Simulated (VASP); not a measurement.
# Ge (Cmcm) in VASP: further runs

Ge is run at these levels: LDA, PBE; tasks: single point.

Program: VASP 6.6.1. These are calculated values, not measurements. Logs are shortened: lines on timing, memory, paths and dates and some standing lists are left out, and cuts for length are marked.

## 1. The cell of the first run

The structure is orthorhombic, space group Cmcm (No. 63). Conventional cell: a = 3.034 Å, b = 5.291 Å, c = 4.820 Å, α = 90.00°, β = 90.00°, γ = 90.00°. Ge (site symmetry m2m) has 12 Ge at 2.98 to 3.05 Å within 3.9 Å.

## 2. Single point, LDA

Contents of INCAR:

```
ALGO = Normal
EDIFF = 1E-7
ENCUT = 520
ISIF = 2
ISMEAR = -1
LASPH = T
LCHARG = T
LELF = T
LREAL = F
LVHAR = T
LWAVE = F
NBANDS = 21
NELM = 80
PREC = Accurate
SIGMA = 0.05
```

Contents of KPOINTS:

```
k-points
0
Gamma
  10 10 6
```

Contents of POSCAR:

```
Ge
1.0
    1.5172378428     -2.6455787966      0.0000000000
    1.5172378428      2.6455787966      0.0000000000
    0.0000000000      0.0000000000      4.8203172867
Ge
2
Direct
    0.3334466300      0.6665533700      0.2500000000
    0.6665533700      0.3334466300      0.7500000000
```

Potentials or basis: VASP PAW LDA potentials, release 64 (Ge_d).

Command:

```console
> cat potpaw_LDA.64/Ge_d/POTCAR > POTCAR
> mpirun -np 1 vasp_std > vasp.out
```

OUTCAR:

```text
EDIFF = 1E-7
   ENCUT = 520
   ISIF = 2
   ISMEAR = -1
   LASPH = T
   LREAL = F
   NELM = 80
   PREC = Accurate

 ion  position               nearest neighbor table
   1  0.333  0.667  0.250-
   2  0.667  0.333  0.750-

  LATTYP: Found a base centered orthorhombic cell.
 ALAT       =     3.0344756856
 B/A-ratio  =     1.7436809984
 C/A-ratio  =     1.5885173539

  Lattice vectors:

 A1 = (   1.5172378428,  -2.6455787966,   0.0000000000)
 A2 = (   1.5172378428,   2.6455787966,   0.0000000000)
 A3 = (   0.0000000000,   0.0000000000,   4.8203172867)

Analysis of symmetry for initial positions (statically):
=====================================================================
 Subroutine PRICEL returns:
 Original cell was already a primitive cell.

 Routine SETGRP: Setting up the symmetry group for a
 base centered orthorhombic supercell.

 Subroutine GETGRP returns: Found  8 space group operations
 (whereof  4 operations were pure point group operations)
 out of a pool of  8 trial point group operations.

The static configuration has the point symmetry C_2h.
 The point group associated with its full space group is D_2h.

Analysis of symmetry for dynamics (positions and initial velocities):
=====================================================================
 Subroutine PRICEL returns:
 Original cell was already a primitive cell.

 Routine SETGRP: Setting up the symmetry group for a
 base centered orthorhombic supercell.

 Subroutine GETGRP returns: Found  8 space group operations
 (whereof  4 operations were pure point group operations)
 out of a pool of  8 trial point group operations.

The dynamic configuration has the point symmetry C_2h.
 The point group associated with its full space group is D_2h.

 Subroutine INISYM returns: Found  8 space group operations
 (whereof  4 operations are pure point group operations),
 and found     1 'primitive' translations

----------------------------------------------------------------------------------------

                                     Primitive cell

  volume of cell :      38.6972

  direct lattice vectors                    reciprocal lattice vectors
     1.517237843 -2.645578797  0.000000000     0.329546223 -0.188994560  0.000000000
     1.517237843  2.645578797  0.000000000     0.329546223  0.188994560  0.000000000
     0.000000000  0.000000000  4.820317287     0.000000000  0.000000000  0.207455223

  length of vectors
     3.049770129  3.049770129  4.820317287     0.379894270  0.379894270  0.207455223

  position of ions in fractional coordinates (direct lattice)
     0.333446630  0.666553370  0.250000000
     0.666553370  0.333446630  0.750000000

  ion indices of the primitive-cell ions
   primitive index   ion index
                 1           1
                 2           2

----------------------------------------------------------------------------------------

 KPOINTS: k-points

Automatic generation of k-mesh.
 Grid dimensions read from file:
 generate k-points for:   10   10    6

 Generating k-lattice:

  Cartesian coordinates                     Fractional coordinates (reciprocal lattice)
     0.032954622 -0.018899456  0.000000000     0.100000000  0.000000000  0.000000000
     0.032954622  0.018899456  0.000000000     0.000000000  0.100000000  0.000000000
     0.000000000  0.000000000  0.034575871     0.000000000  0.000000000  0.166666667

  Length of vectors
     0.037989427  0.037989427  0.034575871

  Shift w.r.t. Gamma in fractional coordinates (k-lattice)
     0.000000000  0.000000000  0.000000000

 Subroutine IBZKPT returns following result:
 ===========================================

 Found    124 irreducible k-points:

 Following reciprocal coordinates:
            Coordinates               Weight
  0.000000  0.000000  0.000000      1.000000
  0.100000  0.000000  0.000000      4.000000
  0.200000  0.000000  0.000000      4.000000
  0.300000  0.000000  0.000000      4.000000
  0.400000  0.000000  0.000000      4.000000
  0.500000  0.000000  0.000000      2.000000
[... 16 lines left out ...]
  0.300000  0.300000  0.000000      2.000000
  0.400000  0.300000  0.000000      4.000000
 [... further k-points ...]
   k-points           NKPTS =    124   k-points in BZ     NKDIM =    124   number of bands    NBANDS=     21
   number of dos      NEDOS =    301   number of ions     NIONS =      2
   total plane-waves  NPLWV =  20736
   dimension x,y,z NGX =    24 NGY =   24 NGZ =   36
   dimension x,y,z NGXF=    48 NGYF=   48 NGZF=   72
   ions per type =               2
   NGX,Y,Z   is equivalent  to a cutoff of  13.08, 13.08, 12.42 a.u.
   NGXF,Y,Z  is equivalent  to a cutoff of  26.17, 26.17, 24.83 a.u.
 SYSTEM =  unknown system
   PREC   = accura    normal or accurate (medium, high low for compatibility)
   ISTART =      0    job   : 0-new  1-cont  2-samecut
   ICHARG =      2    charge: 1-file 2-atom 10-const
   ISPIN  =      1    spin polarized calculation?
[... 32 lines left out ...]
   AEXX    =    0.0000 exact exchange contribution
   IVDW    =     0    specifies the selected vdW correction
   LEPSILON=     F    determine dielectric tensor
   LRPA    =     F    only Hartree local field effects (RPA)
 non-spin polarized calculation
  energy-cutoff  :      520.00
  volume of cell :       38.70
 maximum number of plane-waves:      1085
   NGX = 11   NGY = 11   NGZ = 17

 number of electron      27.9999997 magnetization

 Free energy of the ion-electron system (eV)
  ---------------------------------------------------
  ext. energy  EPLUGINS =         0.00000000
  ---------------------------------------------------
  free energy    TOTEN  =        -9.74929723 eV

  energy without entropy =       -9.74115711  energy(sigma->0) =       -9.74522717

 E-fermi :   6.1729     XC(G=0): -11.4503

 val. band max:        6.1621640523   @ k =   0.3000   0.2000   0.1667
 cond. band min:       6.1731976010   @ k =   0.5000   0.2000   0.1667
 fundamental gap:      0.0110335487
 Fermi energy:         6.1728768448

 k-point     1 :       0.0000    0.0000    0.0000
  band No.  band energies     occupation
      1     -18.5631      2.00000
      2     -18.5587      2.00000
      3     -18.5556      2.00000
      4     -18.5552      2.00000
      5     -18.5513      2.00000
      6     -18.5486      2.00000
[... 13 lines left out ...]
     20      18.8850      0.00000
     21      19.8887      0.00000

 k-point     2 :       0.1000    0.0000    0.0000
  band No.  band energies     occupation
      1     -18.5672      2.00000
      2     -18.5598      2.00000
      3     -18.5508      2.00000
      4     -18.5470      2.00000
      5     -18.5446      2.00000
      6     -18.5427      2.00000
[... 13 lines left out ...]
     20      18.8063      0.00000
     21      20.1038      0.00000

 k-point     3 :       0.2000    0.0000    0.0000
  band No.  band energies     occupation
      1     -18.5804      2.00000
      2     -18.5557      2.00000
      3     -18.5505      2.00000
      4     -18.5491      2.00000
      5     -18.5409      2.00000
      6     -18.5322      2.00000
[... 13 lines left out ...]
     20      18.7463      0.00000
     21      19.8785      0.00000

 k-point     4 :       0.3000    0.0000    0.0000
  band No.  band energies     occupation
      1     -18.5943      2.00000
      2     -18.5627      2.00000
      3     -18.5571      2.00000
      4     -18.5560      2.00000
      5     -18.5296      2.00000
      6     -18.5093      2.00000
[... 13 lines left out ...]
     20      17.7527      0.00000
     21      19.1686      0.00000

 k-point     5 :       0.4000    0.0000    0.0000
  band No.  band energies     occupation
      1     -18.6048      2.00000
      2     -18.5736      2.00000
      3     -18.5633      2.00000
      4     -18.5584      2.00000
      5     -18.5191      2.00000
      6     -18.5130      2.00000
[... 13 lines left out ...]
     20      17.2196      0.00000
     21      18.6640      0.00000
[... 382 lines left out ...]
     20      16.8485      0.00000
     21      19.4589      0.00000

 k-point    22 :      -0.2000    0.2000    0.0000
  band No.  band energies     occupation
      1     -18.5823      2.00000
      2     -18.5565      2.00000
      3     -18.5507      2.00000
      4     -18.5482      2.00000
      5     -18.5422      2.00000
      6     -18.5309      2.00000
[... 13 lines left out ...]
     20      18.7425      0.00000
     21      19.9902      0.00000

 k-point    23 :       0.3000    0.3000    0.0000
  band No.  band energies     occupation
      1     -18.5935      2.00000
      2     -18.5524      2.00000
      3     -18.5500      2.00000
      4     -18.5427      2.00000
      5     -18.5284      2.00000
      6     -18.5185      2.00000
[... 13 lines left out ...]
     20      21.1577      0.00000
     21      21.7294      0.00000

 k-point    24 :       0.4000    0.3000    0.0000
  band No.  band energies     occupation
      1     -18.5932      2.00000
      2     -18.5521      2.00000
      3     -18.5493      2.00000
      4     -18.5418      2.00000
      5     -18.5290      2.00000
      6     -18.5199      2.00000
[... 13 lines left out ...]
     20      21.2852      0.00000
     21      21.8839      0.00000

 [... further k-points ...]
[... 5 lines left out ...]
  --------------------------------------------------------------------------------------
  -------------------------------------------------------------------------------------
  Total       -1.3737578     -1.3605349     -0.9165288      0.0000000      0.0000000      0.0000000
  in kB      -56.8775366    -56.3300696    -37.9469342      0.0000000      0.0000000      0.0000000
  external PRESSURE =     -50.3848468 kB  Pullay stress =       0.0000000 kB

 VOLUME and BASIS-vectors are now :
 -----------------------------------------------------------------------------
  energy-cutoff  :      520.00
  volume of cell :       38.70
      direct lattice vectors                 reciprocal lattice vectors
     1.517237843 -2.645578797  0.000000000     0.329546223 -0.188994560  0.000000000
     1.517237843  2.645578797  0.000000000     0.329546223  0.188994560  0.000000000
     0.000000000  0.000000000  4.820317287     0.000000000  0.000000000  0.207455223

 POSITION                                       TOTAL-FORCE (eV/Angst)
 -----------------------------------------------------------------------------------
      1.51724      0.88126      1.20508         0.000000      0.001790      0.000000
      1.51724     -0.88126      3.61524         0.000000     -0.001790      0.000000
 -----------------------------------------------------------------------------------
    total drift:                                0.000000     -0.000000      0.000000

  FREE ENERGIE OF THE ION-ELECTRON SYSTEM (eV)
  ---------------------------------------------------
  free  energy   TOTEN  =        -9.7492972296 eV

  energy  without entropy=       -9.7411571072  energy(sigma->0) =       -9.74522717
```

Wall time 39 s (1 thread of Intel Xeon 6975P-C (Granite Rapids), shared host); peak memory 0.18 GiB.

What came out:

| Quantity | Value |
| --- | --- |
| Free energy | -9.7493 eV |
| Pressure | -5.0 GPa |
| Band gap on the k mesh | zero (band 14 reaches 12.44 eV, above the bottom of band 15 at 4.09 eV) |

Levels at points of the mesh, in eV from the Fermi level:
```csv
k point,band 11,band 12,band 13,band 14,band 15,band 16,band 17,band 18
"(0.00, 0.00, 0.00)",-12.89,-7.45,-5.17,6.13,6.24,8.09,8.20,9.31
"(0.50, 0.00, 0.00)",-8.30,-6.92,-2.44,-1.25,-0.79,1.50,2.29,6.41
"(0.50, 0.50, 0.00)",-8.37,-6.96,-2.47,-1.27,-0.85,1.47,2.44,6.54
"(0.00, 0.00, 0.50)",-11.30,-11.30,1.70,1.70,7.17,7.17,7.28,7.28
"(0.50, 0.00, 0.50)",-7.00,-7.00,-4.61,-4.61,3.85,3.85,4.67,4.67
"(0.50, 0.50, 0.50)",-7.07,-7.07,-4.64,-4.64,4.00,4.00,4.69,4.69
```

## 3. Single point, PBE

Contents of INCAR:

```
SYSTEM = Ge
  ALGO = Normal
  EDIFF = 1E-7
  ENCUT = 520
  GGA = PE
  ISIF = 2
  ISMEAR = -1
  LASPH = .True.
  LCHARG = .False.
  LREAL = .False.
  LWAVE = .False.
  NBANDS = 21
  NELM = 60
  PREC = Accurate
  SIGMA = 0.05
```

Contents of KPOINTS:

```
k-points
0
Gamma
  10 10 6
  0 0 0
```

POSCAR is that of step 2.

Potentials or basis: VASP PAW PBE potentials, release 64 (Ge_d).

Command:

```console
> cat potpaw_PBE.64/Ge_d/POTCAR > POTCAR
> mpirun -np 1 vasp_std > vasp.out
```

It took 35 s on 1 thread of Intel Xeon 6975P-C (Granite Rapids), shared host; peak memory 0.2 GiB.

It converged, with:

| Quantity | Value |
| --- | --- |
| Free energy | -8.3943 eV |
| Pressure | -0.1 GPa |
| Band gap on the k mesh | zero (band 14 reaches 12.81 eV, above the bottom of band 15 at 4.36 eV) |

Stress tensor (GPa, compression positive):
```
-0.78  0.00  0.00
 0.00 -0.72  0.00
 0.00  0.00  1.31
```

Levels at points of the mesh, in eV from the Fermi level:
```tsv
k point	band 12	band 13	band 14	band 15	band 16	band 17
(0.00, 0.00, 0.00)	-7.41	-5.21	6.22	6.33	8.19	8.30
(0.50, 0.00, 0.00)	-6.90	-2.39	-1.23	-0.80	1.47	2.33
(0.50, 0.50, 0.00)	-6.95	-2.42	-1.25	-0.86	1.43	2.47
(0.00, 0.00, 0.50)	-11.30	1.73	1.73	7.28	7.28	7.38
(0.50, 0.00, 0.50)	-6.94	-4.64	-4.64	3.90	3.90	4.74
(0.50, 0.50, 0.50)	-7.01	-4.67	-4.67	4.04	4.04	4.76
```

## 4. Single point, PBE

This run uses another cell than the first one, of 18.25 Å³/atom, 0.943 times its volume.

Contents of INCAR:

```
SYSTEM = Ge
ALGO     = Normal         ! electronic algorithm
EDIFF    = 1E-7           ! SCF threshold, eV
ENCUT    = 520            ! plane-wave cutoff, eV
GGA      = PE             ! functional
ISIF     = 2              ! what is computed and relaxed
ISMEAR   = 0              ! smearing method
LASPH    = .TRUE.         ! aspherical terms in the spheres
LCHARG   = .FALSE.        ! write CHGCAR
LREAL    = .FALSE.        ! projectors in reciprocal space
LWAVE    = .FALSE.        ! write WAVECAR
NBANDS   = 21             ! bands
NELM     = 60             ! most SCF steps
PREC     = Accurate       ! precision mode
SIGMA    = 0.025          ! smearing width, eV
```

Contents of KPOINTS:

```
k-points
0
G
  10 10 6
  0 0 0
```

Contents of POSCAR:

```
Ge
1.0
    1.4880529250     -2.5946896100      0.0000000000
    1.4880529250      2.5946896100      0.0000000000
    0.0000000000      0.0000000000      4.7275957900
Ge
2
Direct
    0.3334466300      0.6665533700      0.2500000000
    0.6665533700      0.3334466300      0.7500000000
```

Command:

```console
> cat potpaw_PBE.64/Ge_d/POTCAR > POTCAR
> mpirun -np 1 vasp_std > vasp.out
```

Run time: 24 s. Hardware: 1 thread of Intel Xeon 6975P-C (Granite Rapids), shared host; peak memory 0.2 GiB.

The run converged. Its results:

| Item | Value |
| --- | --- |
| Free energy | -8.3605 eV |
| Pressure | 4.4 GPa |
| Largest force | 0.011 eV/Å |
| Band gap on the k mesh | zero (band 14 reaches 13.82 eV, above the bottom of band 15 at 4.85 eV) |

Forces on the atoms (eV/Å):
```
Ge   0.000  0.011  0.000
Ge   0.000 -0.011  0.000
```

Stress tensor (GPa, compression positive):
```
3.19 0.00 0.00
0.00 4.34 0.00
0.00 0.00 5.56
```

Levels at points of the mesh, in eV from the Fermi level:
| k point | band 10 | band 11 | band 12 | band 13 | band 14 | band 15 | band 16 | band 17 | band 18 | band 19 |
| --- | --- | --- | --- | --- | --- | --- | --- | --- | --- | --- |
| (0.00, 0.00, 0.00) | -24.54 | -13.35 | -7.46 | -5.52 | 6.63 | 6.74 | 8.71 | 8.83 | 10.14 | 11.42 |
| (0.50, 0.00, 0.00) | -24.53 | -8.42 | -7.09 | -2.25 | -1.24 | -0.87 | 1.45 | 2.46 | 6.45 | 7.23 |
| (0.50, 0.50, 0.00) | -24.53 | -8.49 | -7.13 | -2.29 | -1.27 | -0.93 | 1.42 | 2.61 | 6.59 | 7.38 |
| (0.00, 0.00, 0.50) | -24.56 | -11.68 | -11.68 | 1.90 | 1.90 | 7.77 | 7.77 | 7.88 | 7.88 | 12.72 |
| (0.50, 0.00, 0.50) | -24.54 | -6.97 | -6.97 | -4.91 | -4.91 | 4.12 | 4.12 | 5.09 | 5.09 | 8.68 |
| (0.50, 0.50, 0.50) | -24.54 | -7.05 | -7.05 | -4.94 | -4.94 | 4.28 | 4.28 | 5.11 | 5.11 | 8.77 |

## 5. Single point, PBE

This run uses another cell than the first one, of 18.25 Å³/atom, 0.943 times its volume.

Contents of INCAR:

```
  PREC = Accurate
  ENCUT = 520
  EDIFF = 1E-7
  ISMEAR = 0
  SIGMA = 0.026000000000000002
  LREAL = False
  LASPH = True
  NELM = 60
  ALGO = Normal
  ISIF = 2
  LWAVE = False
  LCHARG = True
  GGA = PE
  LELF = True
  LVHAR = True
  NBANDS = 21
```

Contents of KPOINTS:

```
regular mesh
0
Gamma
  10 10 6
```

POSCAR is that of step 4.

Command:

```console
> cat potpaw_PBE.64/Ge_d/POTCAR > POTCAR
> mpirun -np 1 vasp_std > vasp.out
```

Wall time 25 s (1 thread of Intel Xeon 6975P-C (Granite Rapids), shared host); peak memory 0.2 GiB.

The run converged. Its results:

- Free energy: -8.3606 eV
- Pressure: 4.4 GPa
- Largest force: 0.010 eV/Å
- Band gap on the k mesh: zero (band 14 reaches 13.82 eV, above the bottom of band 15 at 4.85 eV)

Forces in eV/Å, atoms in the order of the input:
```
Ge   0.000  0.010  0.000
Ge   0.000 -0.010  0.000
```

Stress tensor (GPa, compression positive):
```
3.19 0.00 0.00
0.00 4.33 0.00
0.00 0.00 5.57
```

Levels at points of the mesh, in eV from the Fermi level:
```tsv
k point	band 12	band 13	band 14	band 15	band 16	band 17
(0.00, 0.00, 0.00)	-7.46	-5.52	6.63	6.74	8.71	8.83
(0.50, 0.00, 0.00)	-7.09	-2.25	-1.24	-0.87	1.45	2.46
(0.50, 0.50, 0.00)	-7.13	-2.29	-1.27	-0.93	1.42	2.61
(0.00, 0.00, 0.50)	-11.68	1.90	1.90	7.77	7.77	7.88
(0.50, 0.00, 0.50)	-6.97	-4.91	-4.91	4.12	4.12	5.09
(0.50, 0.50, 0.50)	-7.05	-4.94	-4.94	4.28	4.28	5.11
```

## 6. Single point, PBE

This run uses another cell than the first one, of 18.25 Å³/atom, 0.943 times its volume.

Contents of INCAR:

```
ALGO = Normal ; EDIFF = 1E-7
ENCUT = 520 ; GGA = PE
ISIF = 2 ; ISMEAR = 0
LASPH = T ; LCHARG = F
LREAL = F ; LWAVE = F
NBANDS = 21 ; NELM = 80
PREC = Accurate ; SIGMA = 0.027000000000000003
```

Contents of KPOINTS:

```
k-points
0
Gamma
  10 10 6
```

POSCAR is that of step 5.

Potentials or basis: VASP PAW PBE potentials, release 64 (Ge_d).

Command:

```console
> cat potpaw_PBE.64/Ge_d/POTCAR > POTCAR
> mpirun -np 1 vasp_std > vasp.out
```

It took 24 s on 1 thread of Intel Xeon 6975P-C (Granite Rapids), shared host; peak memory 0.2 GiB.

It converged, with:

| Item | Value |
| --- | --- |
| Free energy | -8.3606 eV |
| Pressure | 4.4 GPa |
| Largest force | 0.010 eV/Å |
| Band gap on the k mesh | zero (band 14 reaches 13.82 eV, above the bottom of band 15 at 4.85 eV) |

Forces in eV/Å, atoms in the order of the input:
```
Ge   0.000  0.010  0.000
Ge   0.000 -0.010  0.000
```

Stress tensor (GPa, compression positive):
```
3.19 0.00 0.00
0.00 4.32 0.00
0.00 0.00 5.58
```

Levels at points of the mesh, in eV from the Fermi level:
| k point | band 12 | band 13 | band 14 | band 15 | band 16 | band 17 |
| --- | --- | --- | --- | --- | --- | --- |
| (0.00, 0.00, 0.00) | -7.46 | -5.52 | 6.63 | 6.74 | 8.71 | 8.83 |
| (0.50, 0.00, 0.00) | -7.09 | -2.25 | -1.24 | -0.87 | 1.45 | 2.46 |
| (0.50, 0.50, 0.00) | -7.13 | -2.29 | -1.27 | -0.93 | 1.42 | 2.61 |
| (0.00, 0.00, 0.50) | -11.68 | 1.90 | 1.90 | 7.77 | 7.77 | 7.88 |
| (0.50, 0.00, 0.50) | -6.97 | -4.91 | -4.91 | 4.12 | 4.12 | 5.09 |
| (0.50, 0.50, 0.50) | -7.05 | -4.94 | -4.94 | 4.28 | 4.28 | 5.11 |

## 7. Summary

| level | potentials or basis | cell | smearing | gap on the mesh (eV) | pressure (GPa) | largest force (eV/Å) |
| --- | --- | --- | --- | --- | --- | --- |
| LDA | VASP PAW LDA potentials, release 64 (Ge_d) | a = 3.050, b = 3.050, c = 4.820 Å, angles 90.0, 90.0, 120.3°, 2 atoms | fermi-dirac 0.05 eV | none | -5.0 | - |
| PBE | VASP PAW PBE potentials, release 64 (Ge_d) | a = 3.050, b = 3.050, c = 4.820 Å, angles 90.0, 90.0, 120.3°, 2 atoms | fermi-dirac 0.05 eV | none | -0.1 | - |
| PBE | VASP PAW PBE potentials, release 64 (Ge_d) | a = 2.991, b = 2.991, c = 4.728 Å, angles 90.0, 90.0, 120.3°, 2 atoms | gaussian 0.025 eV | none | 4.4 | 0.01 |
| PBE | VASP PAW PBE potentials, release 64 (Ge_d) | a = 2.991, b = 2.991, c = 4.728 Å, angles 90.0, 90.0, 120.3°, 2 atoms | gaussian 0.026 eV | none | 4.4 | 0.01 |
| PBE | VASP PAW PBE potentials, release 64 (Ge_d) | a = 2.991, b = 2.991, c = 4.728 Å, angles 90.0, 90.0, 120.3°, 2 atoms | gaussian 0.027 eV | none | 4.4 | 0.01 |

Alike in all rows: task single point; no spin polarisation; k mesh 10 × 10 × 6; cutoff (eV) 520.

Total energies depend on the potentials used, so only differences within one code and one set of settings carry meaning.
